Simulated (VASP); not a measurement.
A run of VASP 6.6.1 is set up as follows.

The input INCAR:

```
SYSTEM = In
PREC = Accurate ; ENCUT = 520
EDIFF = 1E-7 ; ISMEAR = 0
SIGMA = 0.15 ; LREAL = .FALSE.
LASPH = .TRUE. ; NELM = 100
ALGO = Fast ; ISIF = 2
LWAVE = .FALSE. ; LCHARG = .FALSE.
GGA = CA ; NBANDS = 12
```

KPOINTS

```
Automatic mesh
0
G
  22 22 22
  0 0 0
```

Contents of POSCAR:

```
In
1.0
   -1.6162021142      1.6162021142      2.5380829454
    1.6162021142     -1.6162021142      2.5380829454
    1.6162021142      1.6162021142     -2.5380829454
In
1
Direct
    0.0000000000      0.0000000000      0.0000000000
```

Potentials or basis: VASP PAW LDA potentials, release 64 (In_d).

Launch:

```console
$ cat potpaw_LDA.64/In_d/POTCAR > POTCAR
$ mpirun -np 1 vasp_std > vasp.out
```

(1) Predict the band gap on the k mesh.

(2) Predict the pressure.

## Answers

(1) zero (an odd number of electrons rules out a gap without spin polarisation).

(2) -3.0 GPa.

Caveat: the cell stands under tension; spin-orbit coupling is left out, which moves the levels of the heavy elements.
